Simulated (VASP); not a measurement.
# SnSe: single point with PBE

Crystal: SnSe.

```
Sn Se
1.0
     0.00000    2.96633    2.96633
     2.96633    0.00000    2.96633
     2.96633    2.96633    0.00000
Sn Se
1 1
Direct
  0.00000 0.00000 0.00000
  0.50000 0.50000 0.50000
```

This cell differs from its parent crystal: volume changed by -6%.

```yaml
Program: VASP 6.6.1
Task: single point
Functional: PBE
Potentials_or_basis: VASP PAW PBE potentials, release 64 (Sn_d, Se)
Cutoff: 520 eV
k_mesh: 6 × 6 × 6
Occupations: fermi-dirac, width 0.02 eV
Spin: no spin polarisation
Dipole_correction: no
Further_INCAR_settings: ALGO = Normal; EDIFF = 1e-07; NBANDS = 17
```

The pressure is 3.1 GPa and the band gap on the k mesh is 0.78 eV, direct.

Levels at points of the mesh, in eV from the valence-band top:
```csv
k point,band 7,band 8,band 9,band 10,band 11,band 12,band 13,band 14
"(0.00, 0.00, 0.00)",-4.89,-2.29,-2.29,-2.29,4.52,4.52,4.52,5.85
"(0.50, 0.00, 0.00)",-8.24,-2.04,-2.04,0.00,0.78,1.26,1.26,8.40
"(0.50, 0.50, 0.00)",-5.98,-5.74,-3.82,-3.82,2.91,5.63,5.63,6.28
```

Run time: 8.2 s on 1 thread of Intel Xeon 6975P-C (shared host), peak memory 0.18 GiB.

Caveat: spin-orbit coupling is left out, which moves the levels of the heavy elements. A k mesh can miss the band edges.
